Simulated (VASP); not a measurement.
Set up this calculation in VASP 6.6.1, as the native input.

```
Task                   : single point
Functional             : r2SCAN
Potentials or basis    : VASP PAW PBE potentials, release 64 (Sr_sv, Ti_sv, O)
Cutoff                 : 660 eV
k mesh                 : 6 × 6 × 6
Occupations            : gaussian, width 0.01 eV
Spin                   : no spin polarisation
Dipole correction      : no
Further INCAR settings : ALGO = Normal; EDIFF = 1e-06; NBANDS = 28
```

Crystal: SrTiO3.

```
CELL_PARAMETERS angstrom
3.86250 0.00000 0.00000
0.00000 3.86250 0.00000
0.00000 0.00000 3.86250
ATOMIC_POSITIONS crystal
Sr 0.50000 0.50000 0.50000
Ti 0.00000 0.00000 0.00000
O 0.50000 0.00000 0.00000
O 0.00000 0.50000 0.00000
O 0.00000 0.00000 0.50000
```

One way to write it, as run:

POSCAR

```
SrTiO3
1.0
    3.8624956027      0.0000000000      0.0000000000
    0.0000000000      3.8624956027      0.0000000000
    0.0000000000      0.0000000000      3.8624956027
Sr Ti O
1 1 3
Direct
    0.5000000000      0.5000000000      0.5000000000
    0.0000000000      0.0000000000      0.0000000000
    0.5000000000      0.0000000000      0.0000000000
    0.0000000000      0.5000000000      0.0000000000
    0.0000000000      0.0000000000      0.5000000000
```

INCAR.step1

```
PREC = Accurate ; ENCUT = 660
ISMEAR = 0 ; SIGMA = 0.01
LREAL = F ; LASPH = T
NELM = 120 ; NBANDS = 28
GGA = PE ; ALGO = Normal
EDIFF = 1E-5 ; LWAVE = T
LCHARG = F ; GGA_COMPAT = F
```

INCAR.step2

```
PREC = Accurate ; ENCUT = 660
EDIFF = 1E-6 ; ISMEAR = 0
SIGMA = 0.01 ; LREAL = F
LASPH = T ; NELM = 120
ALGO = Normal ; ISIF = 2
LWAVE = F ; LCHARG = F
METAGGA = R2SCAN ; LMIXTAU = T
NBANDS = 28 ; ISTART = 1
GGA_COMPAT = F
```

KPOINTS

```
Automatic mesh
0
Gamma
  6 6 6
```

Potentials or basis: VASP PAW PBE potentials, release 64 (Sr_sv, Ti_sv, O).

Launch:

```console
$ cat potpaw_PBE.64/Sr_sv/POTCAR potpaw_PBE.64/Ti_sv/POTCAR potpaw_PBE.64/O/POTCAR > POTCAR
$ cp INCAR.step1 INCAR
$ mpirun -np 1 vasp_std > vasp.out
$ cp INCAR.step2 INCAR
$ mpirun -np 1 vasp_std > vasp.out
```

Results of the run:

```json
{
 "Pressure": "7.8 GPa",
 "Band gap on the k mesh": "2.35 eV (least direct gap 2.71 eV)"
}
```

Caveat: the cell stands under pressure; the PAW data sets were made with another functional, which shifts forces and pressure a little.

Run time: 3.4 min on 1 thread of Intel Xeon 8259CL, with other jobs on the host, peak memory 0.21 GiB.
